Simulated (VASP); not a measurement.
Write the native input for VASP 6.6.1 that does the following.

```
Task                   : relaxation of the atoms
Functional             : r2SCAN
Potentials or basis    : VASP PAW PBE potentials, release 64 (Y_sv, Zn)
Cutoff                 : 520 eV
k mesh                 : 9 × 9 × 9
Occupations            : fermi-dirac, width 0.1 eV
Spin                   : no spin polarisation
Dipole correction      : no
Further INCAR settings : ALGO = Normal; EDIFF = 1e-07; IBRION = 2; EDIFFG = -0.01; NSW = 50
```

Crystal: YZn.

```
CELL_PARAMETERS angstrom
3.58790 0.00000 0.00000
0.00000 3.58790 0.00000
0.00000 0.00000 3.58790
ATOMIC_POSITIONS crystal
Y 0.00000 0.00000 0.00000
Zn 0.50000 0.50000 0.50000
```

The input as run:

POSCAR

```
YZn
1.0
    3.5878978100      0.0000000000      0.0000000000
    0.0000000000      3.5878978100      0.0000000000
    0.0000000000      0.0000000000      3.5878978100
Y Zn
1 1
Direct
    0.0000000000      0.0000000000      0.0000000000
    0.5000000000      0.5000000000      0.5000000000
```

INCAR.step1

```
SYSTEM = YZn
PREC = Accurate
ENCUT = 520
ISMEAR = -1
SIGMA = 0.1
LREAL = .FALSE.
LASPH = .TRUE.
NELM = 80
GGA = PE
ALGO = Normal
EDIFF = 1E-4
LWAVE = .TRUE.
LCHARG = .FALSE.
```

INCAR.step2

```
SYSTEM = YZn
PREC = Accurate
ENCUT = 520
EDIFF = 1E-7
ISMEAR = -1
SIGMA = 0.1
LREAL = .FALSE.
LASPH = .TRUE.
NELM = 80
ALGO = Normal
ISIF = 2
LWAVE = .FALSE.
LCHARG = .FALSE.
METAGGA = R2SCAN
LMIXTAU = .TRUE.
IBRION = 2
NSW = 50
EDIFFG = -0.01
ISTART = 1
```

KPOINTS

```
regular mesh
0
G
  9 9 9
  0 0 0
```

Potentials or basis: VASP PAW PBE potentials, release 64 (Y_sv, Zn).

Launch:

```console
$ cat potpaw_PBE.64/Y_sv/POTCAR potpaw_PBE.64/Zn/POTCAR > POTCAR
$ cp INCAR.step1 INCAR
$ mpirun -np 1 vasp_std > vasp.out
$ cp INCAR.step2 INCAR
$ mpirun -np 1 vasp_std > vasp.out
```

Results of the run:

```json
{"Pressure after relaxing": "-1.2 GPa"}
```

Caveat: the relaxation stopped at its first step, so nothing moved; the PAW data sets were made with another functional, which shifts forces and pressure a little.

Wall time 2.3 min on 1 thread of Oxide Virtual Turin-like Processor, on a shared host, peak memory 0.16 GiB.
